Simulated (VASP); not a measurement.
CdF2: single point with LDA

Crystal: CdF2.

```
CELL_PARAMETERS angstrom
0.00000 2.69400 2.69400
2.69400 0.00000 2.69400
2.69400 2.69400 0.00000
ATOMIC_POSITIONS crystal
Cd 0.98393 0.98393 0.98393
F 0.25000 0.25000 0.25000
F 0.75000 0.75000 0.75000
```

This cell differs from its parent crystal: all Cd atoms moved -0.150 Å, as atom 1 along Cartesian [1 1 1].

| Quantity | Value |
| --- | --- |
| Program | VASP 6.6.1 |
| Task | single point |
| Functional | LDA |
| Potentials or basis | VASP PAW LDA potentials, release 64 (Cd_sv_GW, F) |
| Cutoff | 600 eV |
| k mesh | 8 × 8 × 8 |
| Occupations | gaussian, width 0.05 eV |
| Spin | no spin polarisation |
| Dipole correction | no |
| Second run | valence_matched |
| Further INCAR settings | ALGO = Normal; EDIFF = 1e-06; NBANDS = 24 |

The pressure is -5.0 GPa and the largest force is 0.750 eV/Å. The band gap on the k mesh is 2.84 eV, indirect (least direct gap 3.31 eV).

Forces on the atoms (eV/Å):
```
Cd   0.433  0.433  0.433
F   -0.120 -0.120 -0.120
F   -0.313 -0.313 -0.313
```

Stress tensor (GPa, compression positive):
```
-5.04  0.79  0.79
 0.79 -5.04  0.79
 0.79  0.79 -5.04
```

Levels at points of the mesh, in eV from the valence-band top:
```
           k point  band 15  band 16  band 17  band 18  band 19  band 20
(0.00, 0.00, 0.00)    -0.47    -0.47    -0.47     2.84    12.34    12.34
(0.50, 0.00, 0.00)    -1.83    -0.38    -0.36     6.98     8.80    14.18
(0.50, 0.50, 0.50)    -1.87    -0.38    -0.38     6.97     8.85    14.18
(0.50, 0.50, 0.00)    -0.48    -0.12    -0.06     7.78     9.39    11.43
```

Run time: 42 s on 1 thread of AMD EPYC 9R45 96-Core Processor (Zen 5) (shared host), peak memory 0.19 GiB.

Caveat: the cell differs from its parent crystal (all Cd atoms moved -0.150 Å, as atom 1 along Cartesian [1 1 1]). A k mesh can miss the band edges.
